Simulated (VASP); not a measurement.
Input of a VASP 6.6.1 run:

INCAR

```
PREC     = Accurate       # precision mode
ENCUT    = 600            # plane-wave cutoff, eV
EDIFF    = 1E-8           # SCF threshold, eV
ISMEAR   = 0              # smearing method
SIGMA    = 0.01           # smearing width, eV
LREAL    = False          # projectors in reciprocal space
LASPH    = True           # aspherical terms in the spheres
NELM     = 80             # most SCF steps
ALGO     = Normal         # electronic algorithm
ISIF     = 3              # what is computed and relaxed
LWAVE    = False          # write WAVECAR
LCHARG   = True           # write CHGCAR
GGA      = CA             # functional
IBRION   = 6              # ionic algorithm
NFREE    = 2            
POTIM    = 0.015          # step
NSW      = 1              # ionic steps
```

KPOINTS

```
regular mesh
0
Gamma
  6 6 6
```

The input POSCAR:

```
CuI
1.0
    0.0000000000      3.0315000000      3.0315000000
    3.0315000000      0.0000000000      3.0315000000
    3.0315000000      3.0315000000      0.0000000000
I Cu
1 1
Direct
    0.0000000000      0.0000000000      0.0000000000
    0.7500000000      0.7500000000      0.7500000000
```

Potentials or basis: VASP PAW LDA potentials, release 64 (I, Cu).

Run with:

```bash
$ cat potpaw_LDA.64/I/POTCAR potpaw_LDA.64/Cu/POTCAR > POTCAR
$ mpirun -np 1 vasp_std > vasp.out
```

(1) Estimate the elastic constants C11, C12, C44.

(2) What does it give for the Voigt bulk modulus?

(3) What does it give for the highest phonon frequency at Γ, LO-TO splitting left out?

## Answers

(1) 52, 30, 25 GPa.

(2) 37 GPa.

(3) 116 cm⁻¹.

Caveat: the cell is under stress, which shifts elastic constants.
